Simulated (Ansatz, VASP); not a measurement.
Two plane-wave programs on Zn3GeN

```
CELL_PARAMETERS angstrom
4.40459 0.00000 0.00000
0.00000 4.40459 0.00000
0.00000 0.00000 4.40459
ATOMIC_POSITIONS crystal
Zn 0.50000 0.50000 0.00000
Zn 0.50000 0.00000 0.50000
Zn 0.00000 0.50000 0.50000
Ge 0.00000 0.00000 0.00000
N 0.50000 0.50000 0.50000
```

Change from the starting cell: species swapped into the La3AlC type (Pm-3m, No. 221).

Alike in both runs: task single point; functional PBE; k mesh 4 × 4 × 4; occupations gaussian, width 0.1 eV; no spin polarisation.

|  | VASP | Ansatz |
| --- | --- | --- |
| version | VASP 6.6.1 | Ansatz 0.2.0 |
| potentials or method | VASP PAW PBE potentials, release 64 (Zn, Ge_d, N), cutoff 520 eV | scalar-relativistic, plane waves, PAW |
| valence electrons in the cell | 55 | 55 |

VASP gave:

| Property | Result |
| --- | --- |
| gap on the k mesh at the Fermi level (eV) | none |
| pressure (GPa) | -9.0 |

Task: Which values does Ansatz return?

Result: gap on the k mesh at the Fermi level (eV): none; pressure (GPa): -9.2.

A gap of «none» marks a metal or a gap that the smearing closes. With one functional, cell and mesh, what is left measures potentials, basis and numerics.
